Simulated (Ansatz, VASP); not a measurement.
Sn in VASP and in Ansatz

The input INCAR:

```
PREC = Accurate ; ENCUT = 600
EDIFF = 1E-6 ; ISMEAR = -1
SIGMA = 0.05 ; LREAL = False
LASPH = True ; NELM = 80
ALGO = Normal ; ISIF = 3
LWAVE = False ; LCHARG = False
GGA = PS ; IBRION = 2
NSW = 100 ; EDIFFG = -0.005
```

Contents of KPOINTS:

```
Automatic mesh
0
Gamma
  9 9 9
```

File POSCAR:

```
Sn
1.0
    0.0000000000      3.2006805386      3.2006805386
    3.2006805386      0.0000000000      3.2006805386
    3.2006805386      3.2006805386      0.0000000000
Sn
2
Direct
    0.0000000000      0.0000000000      0.0000000000
    0.2500000000      0.2500000000      0.2500000000
```

Input for Ansatz:

```yaml
crystal:
  lattice:
    - [0.0, 3.2006805386, 3.2006805386]
    - [3.2006805386, 0.0, 3.2006805386]
    - [3.2006805386, 3.2006805386, 0.0]
  atoms:
    - { symbol: Sn, position: [0.0, 0.0, 0.0] }
    - { symbol: Sn, position: [0.25, 0.25, 0.25] }
kpoints:
  mp_grid: { grid: [9, 9, 9] }
scf:
  occupations: { method: fermi_dirac, width: 0.05 }
hamiltonian:
  xc: pbesol
  pseudopotentials: { kind: all_electron, lapw: { basis_error: 0.001 } }
output:
  forces: true
  stress: true
relax:
  f_tol: 0.005
  max_steps: 80
  cell: {}
```

Alike in both runs: task relaxation of cell and atoms; functional PBEsol; k mesh 9 × 9 × 9; occupations fermi-dirac, width 0.05 eV; no spin polarisation.

|  | VASP | Ansatz |
| --- | --- | --- |
| version | VASP 6.6.1 | Ansatz 0.2.0 |
| potentials or method | VASP PAW PBE potentials, release 64 (Sn_d), cutoff 600 eV | all-electron LAPW, scalar-relativistic |

|  | VASP | Ansatz | Ansatz less VASP |
| --- | --- | --- | --- |
| relaxed volume (Å³/atom) | 34.94 | 34.99 | +0.051 |
| relaxed cell length with the largest relative difference (Å) | 4.623 | 4.626 | +0.0023 |

VASP's potentials were made for PBE, not for PBEsol. Ansatz ran all-electron here, and VASP with PAW potentials.
